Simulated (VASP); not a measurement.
Runs of VASP 6.6.1 on Mo. The structure is that of space group P6/mmm (No. 191), or close to it. The cells are those of the table. This isn't the form of Mo at room conditions, which is bcc.

```tsv
cell	k mesh	gap on the mesh (eV)	pressure (GPa)
a = 4.741, b = 4.741, c = 2.602 Å, angles 90.0, 90.0, 120.0°, 3 atoms	9 × 9 × 14	none	-16.4
a = 4.494, b = 4.494, c = 2.466 Å, angles 90.0, 90.0, 120.0°, 3 atoms	9 × 9 × 14	none	26.3
a = 4.620, b = 4.620, c = 2.536 Å, angles 90.0, 90.0, 120.0°, 3 atoms	8 × 8 × 11	none	0.6
a = 4.620, b = 4.620, c = 2.536 Å, angles 90.0, 90.0, 120.0°, 3 atoms	9 × 9 × 14	none	0.6
a = 4.681, b = 4.681, c = 2.569 Å, angles 90.0, 90.0, 120.0°, 3 atoms	9 × 9 × 14	none	-8.8
a = 4.798, b = 4.798, c = 2.633 Å, angles 90.0, 90.0, 120.0°, 3 atoms	9 × 9 × 14	none	(a)
a = 4.428, b = 4.428, c = 2.430 Å, angles 90.0, 90.0, 120.0°, 3 atoms	9 × 9 × 14	none	43.8
a = 4.558, b = 4.558, c = 2.502 Å, angles 90.0, 90.0, 120.0°, 3 atoms	9 × 9 × 14	none	(b)
```

Alike in all rows: task single point; level PBEsol; potentials or basis VASP PAW PBE potentials, release 64 (Mo_sv); no spin polarisation; cutoff (eV) 520; smearing fermi-dirac 0.1 eV.

Estimate the missing entries.

(a) -22.5; (b) 12.1.

Caveats: the PAW data sets were made with another functional, which shifts forces and pressure a little; the cell stands under tension (at least some runs); the cell stands under pressure (at least some runs).

A k mesh can miss the band edges, and the runs leave out spin-orbit coupling on Mo.

A gap of «none» marks levels without a gap at the run's occupations.
